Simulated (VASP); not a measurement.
# RbSr (P6/mmm) in VASP: further runs

Runs on RbSr. Level: PBE. Tasks: single point, relaxation of cell and atoms.

Everything below comes from runs of VASP 6.6.1. Logs are shortened: lines on timing, memory, paths and dates and some standing lists are left out, and cuts for length are marked.

**1. The cell of the first run**

Symmetry: P6/mmm, No. 191, hexagonal system. The conventional cell has a = 3.814 Å, b = 3.814 Å, c = 6.386 Å, α = 90.00°, β = 90.00°, γ = 120.00°. Rb (site symmetry 6/mmm) has 2 Sr at 3.19 Å and 6 Rb at 3.81 Å within 4.2 Å. Within 4.2 Å of Sr (site symmetry 6/mmm) lie 2 Rb at 3.19 Å and 6 Sr at 3.81 Å.

The cell was generated, and may not be a known phase.

**2. Single point, PBE**

The input, INCAR:

```
SYSTEM = RbSr
  PREC = Accurate
  ENCUT = 520
  EDIFF = 1E-6
  ISMEAR = 0
  SIGMA = 0.1
  LREAL = .FALSE.
  LASPH = .TRUE.
  NELM = 100
  ALGO = Fast
  ISIF = 2
  LWAVE = .FALSE.
  LCHARG = .FALSE.
  GGA = PE
  NBANDS = 16
```

The input, KPOINTS:

```
Automatic mesh
0
G
  6 6 4
  0 0 0
```

The input, POSCAR:

```
RbSr
1.0
    3.8144861600      0.0000000000      0.0000000000
   -1.9072430800      3.3034419100      0.0000000000
    0.0000000000      0.0000000000      6.3864741200
Rb Sr
1 1
Direct
    0.0000000000      0.0000000000      0.0000000000
    0.0000000000      0.0000000000      0.5000000000
```

Potentials or basis: VASP PAW PBE potentials, release 64 (Rb_sv, Sr_sv).

Command:

```bash
$ cat potpaw_PBE.64/Rb_sv/POTCAR potpaw_PBE.64/Sr_sv/POTCAR > POTCAR
$ mpirun -np 1 vasp_std > vasp.out
```

OUTCAR:

```text
SYSTEM = RbSr
   PREC = Accurate
   ENCUT = 520
   EDIFF = 1E-6
   ISMEAR = 0
   LREAL = .FALSE.
   LASPH = .TRUE.
   NELM = 100
   ISIF = 2
   GGA = PE

 ion  position               nearest neighbor table
   1  0.000  0.000  0.000-   2 3.19   2 3.19   2 4.97   2 4.97   2 4.97   2 4.97   2 4.97   2 4.97
                             2 4.97   2 4.97   2 4.97   2 4.97   2 4.97   2 4.97
   2  0.000  0.000  0.500-   1 3.19   1 3.19   1 4.97   1 4.97   1 4.97   1 4.97   1 4.97   1 4.97
                             1 4.97   1 4.97   1 4.97   1 4.97   1 4.97   1 4.97

  LATTYP: Found a hexagonal cell.
 ALAT       =     3.8144861600
 C/A-ratio  =     1.6742685259

  Lattice vectors:

 A1 = (   3.8144861600,   0.0000000000,   0.0000000000)
 A2 = (  -1.9072430800,   3.3034419100,   0.0000000000)
 A3 = (   0.0000000000,   0.0000000000,   6.3864741200)

Analysis of symmetry for initial positions (statically):
=====================================================================
 Subroutine PRICEL returns:
 Original cell was already a primitive cell.

 Routine SETGRP: Setting up the symmetry group for a
 hexagonal supercell.

 Subroutine GETGRP returns: Found 24 space group operations
 (whereof 24 operations were pure point group operations)
 out of a pool of 24 trial point group operations.

The static configuration has the point symmetry D_6h.

Analysis of symmetry for dynamics (positions and initial velocities):
=====================================================================
 Subroutine PRICEL returns:
 Original cell was already a primitive cell.

 Routine SETGRP: Setting up the symmetry group for a
 hexagonal supercell.

 Subroutine GETGRP returns: Found 24 space group operations
 (whereof 24 operations were pure point group operations)
 out of a pool of 24 trial point group operations.

The dynamic configuration has the point symmetry D_6h.

 Subroutine INISYM returns: Found 24 space group operations
 (whereof 24 operations are pure point group operations),
 and found     1 'primitive' translations

----------------------------------------------------------------------------------------

                                     Primitive cell

  volume of cell :      80.4755
[... 79 lines left out ...]
   ISPIN  =      1    spin polarized calculation?
   LNONCOLLINEAR =      F non collinear calculations
   LSORBIT =      F    spin-orbit coupling
   LASPH  =      T    aspherical Exc in radial PAW
   ENCUT  =  520.0 eV  38.22 Ry    6.18 a.u.   7.09  7.09 11.87*2*pi/ulx,y,z
   NELM   =    100;   NELMIN=  2; NELMDL= -5     # of ELM steps
   EDIFF  = 0.1E-05   stopping-criterion for ELM
   LREAL  =      F    real-space projection
   EDIFFG = 0.1E-04   stopping-criterion for IOM
   NSW    =      0    number of steps for IOM
   IBRION =     -1    ionic relax: 0-MD 1-quasi-New 2-CG
   NFREE  =      0    steps in history (QN), initial steepest desc. (CG)
   ISIF   =      2    stress and relaxation
   ISYM   =      2    0-nonsym 1-usesym 2-fastsym
   POTIM  = 0.5000    time-step for ionic-motion
   TEBEG  =    0.0;   TEEND  =   0.0 temperature during run
   PSTRESS=    0.0 pullay stress
   NELECT =      19.0000    total number of electrons
   NUPDOWN=      -1.0000    fix difference up-down
   EMIN   =  10.00;   EMAX   =-10.00  energy-range for DOS
   EFERMI =   0.00;   METHOD = LEGACY
   ISMEAR =     0;   SIGMA  =   0.10  broadening in eV -4-tet -1-fermi 0-gaus
   EFERMI_NEDOS =   21; number of points for ismear=-14 and -15
   IALGO  =     68    algorithm
   IMIX   =      4    mixing-type and parameters
     AMIX     =   0.40;   BMIX     =  1.00
     AMIX_MAG =   1.60;   BMIX_MAG =  1.00
  volume/ion in A,a.u.               =      40.24       271.54
  Fermi-wavevector in a.u.,A,eV,Ry     =   1.011823  1.912069 13.929464  1.023787
  Thomas-Fermi vector in A             =   2.144896
   LORBIT       =      0    0 simple, 1 ext, 2 COOP (PROOUT), +10 PAW based schemes
   GGA     = PE    functional components
   LHFCALC =     F    Hartree Fock is set to
   AEXX    =    0.0000 exact exchange contribution
   IVDW    =     0    specifies the selected vdW correction
   LEPSILON=     F    determine dielectric tensor
   LRPA    =     F    only Hartree local field effects (RPA)
 non-spin polarized calculation
 RMM-DIIS sequential band-by-band and
 Gauss-broadening in eV      SIGMA  =   0.10
  energy-cutoff  :      520.00
  volume of cell :       80.48
 maximum number of plane-waves:      2193
   NGX = 15   NGY = 15   NGZ = 23

 number of electron      19.0000001 magnetization

 Free energy of the ion-electron system (eV)
  ---------------------------------------------------
  ext. energy  EPLUGINS =         0.00000000
  ---------------------------------------------------
  free energy    TOTEN  =        -1.09313564 eV

  energy without entropy =       -1.07388784  energy(sigma->0) =       -1.08351174

 E-fermi :   2.4008     XC(G=0):  -8.1292

 val. band max:        2.3710823456   @ k =   0.1667   0.1667   0.2500
 cond. band min:       2.4588559872   @ k =   0.3333   0.1667   0.2500
 fundamental gap:      0.0877736416
 Fermi energy:         2.4008156385

 k-point     1 :       0.0000    0.0000    0.0000
  band No.  band energies     occupation
      1     -33.6891      2.00000
      2     -26.2937      2.00000
      3     -16.0076      2.00000
      4     -15.4382      2.00000
      5     -15.4382      2.00000
      6     -10.4815      2.00000
[... 376 lines left out ...]
      3     -15.8373      2.00000
      4     -15.7506      2.00000
      5     -15.7506      2.00000
      6     -10.5572      2.00000
[... 8 lines left out ...]
     15       6.6436      0.00000
     16       6.8647      0.00000

------------------------ aborting loop because EDIFF is reached ----------------------------------------

  FORCE on cell =-STRESS in cart. coord.  units (eV):
  Direction    XX          YY          ZZ          XY          YZ          ZX
  --------------------------------------------------------------------------------------
  -------------------------------------------------------------------------------------
  Total        2.2162051      2.2162050      5.9514870      0.0000000      0.0000000      0.0000000
  in kB       44.1221483     44.1221481    118.4874069      0.0000000      0.0000000      0.0000000
  external PRESSURE =      68.9105678 kB  Pullay stress =       0.0000000 kB

 VOLUME and BASIS-vectors are now :
 -----------------------------------------------------------------------------
  energy-cutoff  :      520.00
  volume of cell :       80.48
      direct lattice vectors                 reciprocal lattice vectors
     3.814486160  0.000000000  0.000000000     0.262158508  0.151357285  0.000000000
    -1.907243080  3.303441910  0.000000000     0.000000000  0.302714571  0.000000000
     0.000000000  0.000000000  6.386474120     0.000000000  0.000000000  0.156580921

 POSITION                                       TOTAL-FORCE (eV/Angst)
 -----------------------------------------------------------------------------------
      0.00000      0.00000      0.00000         0.000000      0.000000      0.000000
      0.00000      0.00000      3.19324         0.000000      0.000000      0.000000
 -----------------------------------------------------------------------------------
    total drift:                               -0.000000     -0.000000      0.000000

  FREE ENERGIE OF THE ION-ELECTRON SYSTEM (eV)
  ---------------------------------------------------
  free  energy   TOTEN  =        -1.0931356359 eV

  energy  without entropy=       -1.0738878369  energy(sigma->0) =       -1.08351174
```

stdout:

```text
POSCAR found type information on POSCAR RbSr
 POSCAR found :  2 types and       2 ions
 scaLAPACK will be used
 LDA part: xc-table for (Slater+PW92), standard interpolation
 POSCAR, INCAR and KPOINTS ok, starting setup
 FFT: planning ... GRIDC
 FFT: planning ... GRID_SOFT
 FFT: planning ... GRID
 WAVECAR not read
 entering main loop
WARNING in EDDRMM: call to ZHEGV failed, returncode =   6  3      9
```

Run time: 17 s. Hardware: 1 thread of Intel Xeon 6975P-C (Granite Rapids), shared host; peak memory 0.19 GiB.

Results:

```yaml
Free_energy: -1.0931 eV
Pressure: 6.9 GPa
Band_gap_on_the_k_mesh: zero (an odd number of electrons rules out a gap without spin polarisation)
```

Stress tensor (GPa, compression positive):
```
 4.41  0.00  0.00
 0.00  4.41  0.00
 0.00  0.00 11.85
```

Levels at points of the mesh, in eV from the Fermi level:
| k point | band 8 | band 9 | band 10 | band 11 | band 12 | band 13 |
| --- | --- | --- | --- | --- | --- | --- |
| (0.00, 0.00, 0.00) | -12.34 | -3.18 | 0.31 | 1.45 | 1.75 | 2.96 |
| (0.50, 0.00, 0.00) | -12.53 | -0.63 | -0.47 | 1.21 | 1.63 | 2.31 |
| (0.00, 0.00, 0.50) | -12.34 | -2.37 | -1.40 | 2.68 | 3.10 | 3.10 |
| (0.50, 0.00, 0.50) | -12.54 | -0.08 | 0.36 | 0.45 | 1.08 | 3.78 |

Caveat: the stress differs along the axes, from 4 to 12 GPa.

**3. Single point, PBE**

This run uses another cell than the first one, of 69.17 Å³/atom.

The input, INCAR:

```
PREC = Accurate
ENCUT = 520
EDIFF = 1E-7
ISMEAR = 0
SIGMA = 0.1
LREAL = False
LASPH = True
NELM = 80
ALGO = Normal
ISIF = 2
LWAVE = False
LCHARG = False
GGA = PE
NBANDS = 16
```

The input, KPOINTS:

```
regular mesh
0
Gamma
  6 6 4
```

The input, POSCAR:

```
RbSr
1.0
    4.3275029730      0.0000000000      0.0000000000
   -2.1637514865      3.7477275096      0.0000000000
    0.0000000000      0.0000000000      8.5294261482
Rb Sr
1 1
Direct
    0.0000000000      0.0000000000      0.0000000000
    0.0000000000      0.0000000000      0.5000000000
```

Potentials or basis: VASP PAW PBE potentials, release 64 (Rb_sv, Sr_sv).

Command:

```bash
$ cat potpaw_PBE.64/Rb_sv/POTCAR potpaw_PBE.64/Sr_sv/POTCAR > POTCAR
$ mpirun -np 1 vasp_std > vasp.out
```

It took 16 s on 1 thread of Intel Xeon 6975P-C (Granite Rapids), shared host; peak memory 0.26 GiB.

It converged, with:

```
Free energy            : -2.1652 eV
Pressure               : 0.1 GPa
Band gap on the k mesh : zero (an odd number of electrons rules out a gap without spin polarisation)
```

Stress tensor (GPa, compression positive):
```
0.06 0.00 0.00
0.00 0.06 0.00
0.00 0.00 0.31
```

Levels at points of the mesh, in eV from the Fermi level:
```csv
k point,band 7,band 8,band 9,band 10,band 11,band 12,band 13,band 14
"(0.00, 0.00, 0.00)",-12.92,-12.92,-3.02,-0.88,-0.20,1.37,2.16,2.16
"(0.50, 0.00, 0.00)",-12.99,-12.99,-0.70,0.13,0.18,0.89,1.82,2.49
"(0.00, 0.00, 0.50)",-12.92,-12.92,-2.73,-1.80,0.83,1.34,2.17,2.17
"(0.50, 0.00, 0.50)",-12.99,-12.99,-0.47,0.08,0.26,0.64,1.65,2.68
```

**4. Relaxation of cell and atoms, PBE**

The input, INCAR:

```
  PREC = Accurate
  ENCUT = 600
  EDIFF = 1E-6
  ISMEAR = 0
  SIGMA = 0.1
  LREAL = F
  LASPH = T
  NELM = 80
  ALGO = Normal
  ISIF = 3
  LWAVE = F
  LCHARG = F
  GGA = PE
  IBRION = 2
  NSW = 90
  EDIFFG = -0.04
```

The input, KPOINTS:

```
Automatic mesh
0
Gamma
  6 6 4
```

The input, POSCAR:

```
RbSr
1.0
    3.8144861600      0.0000000000      0.0000000000
   -1.9072430800      3.3034419100      0.0000000000
    0.0000000000      0.0000000000      6.3864741200
Rb Sr
1 1
Direct
    0.0000000000      0.0000000000      0.0000000000
    0.0000000000      0.0000000000      0.5000000000
```

Command:

```bash
$ cat potpaw_PBE.64/Rb_sv/POTCAR potpaw_PBE.64/Sr_sv/POTCAR > POTCAR
$ mpirun -np 1 vasp_std > vasp.out
```

Wall time 82 s (1 thread of Intel Xeon 6975P-C (Granite Rapids), shared host); peak memory 0.24 GiB.

Results (log left out):

| Quantity | Value |
| --- | --- |
| Free energy | -2.1631 eV |
| Relaxed volume | 71.05 Å³/atom |
| Relaxed cell | a = 4.343 Å, b = 4.343 Å, c = 8.700 Å, α = 90.00°, β = 90.00°, γ = 120.00° |
| Space group after relaxing (to 0.1 Å) | P6/mmm (No. 191) |
| Energy gained by relaxing | 535.0 meV/atom |
| Ionic steps | 8 |
| Pressure after relaxing | 0.0 GPa |
| Band gap on the k mesh | zero (an odd number of electrons rules out a gap without spin polarisation) |

Step by step:
```csv
step,energy change (eV),largest force (eV/Å),pressure (GPa),volume (Å³)
1,0.0000,0.0000,6.90,80.48
2,-0.7530,0.0000,2.68,102.16
3,-1.0137,0.0000,0.96,123.12
4,-0.9825,0.0000,-0.65,172.39
5,-1.0651,0.0000,-0.16,147.30
6,-1.0696,0.0000,0.06,140.30
7,-1.0697,0.0000,0.01,141.70
8,-1.0700,0.0000,-0.01,142.11
```

Final structure:
```
CELL_PARAMETERS angstrom
4.34299 0.00000 0.00000
-2.17150 3.76114 0.00000
0.00000 0.00000 8.69968
ATOMIC_POSITIONS crystal
Rb 0.00000 0.00000 0.00000
Sr 0.00000 0.00000 0.50000
```

Levels at points of the mesh, in eV from the Fermi level:
```tsv
k point	band 7	band 8	band 9	band 10	band 11	band 12	band 13
(0.00, 0.00, 0.00)	-12.96	-12.96	-3.00	-0.94	-0.25	1.34	2.14
(0.50, 0.00, 0.00)	-13.03	-13.02	-0.69	0.15	0.17	0.86	1.79
(0.00, 0.00, 0.50)	-12.96	-12.96	-2.73	-1.80	0.76	1.25	2.15
(0.50, 0.00, 0.50)	-13.03	-13.02	-0.48	0.08	0.27	0.62	1.61
```

Caveat: the volume moved by over 15 % at a fixed basis, so the end points are rough.

**5. The runs side by side**

| task | cell | cutoff (eV) | gap on the mesh (eV) | pressure (GPa) |
| --- | --- | --- | --- | --- |
| single point | a = 3.814, b = 3.814, c = 6.386 Å, angles 90.0, 90.0, 120.0°, 2 atoms | 520 | none | 6.9 |
| single point | a = 4.328, b = 4.328, c = 8.529 Å, angles 90.0, 90.0, 120.0°, 2 atoms | 520 | none | 0.1 |
| relaxation of cell and atoms | relaxed from a = 3.814, b = 3.814, c = 6.386 Å, angles 90.0, 90.0, 120.0°, 2 atoms | 600 | none | 0.0 |

Alike in all rows: level PBE; potentials or basis VASP PAW PBE potentials, release 64 (Rb_sv, Sr_sv); no spin polarisation; k mesh 6 × 6 × 4; smearing gaussian 0.1 eV.

Caveats: the stress differs along the axes, from 4 to 12 GPa (at least some runs); the volume moved by over 15 % at a fixed basis, so the end points are rough (at least some runs).

Total energies depend on the potentials used, so only differences within one code and one set of settings carry meaning.

The gap in the log of VASP goes by the Fermi energy; the results here count the filled bands.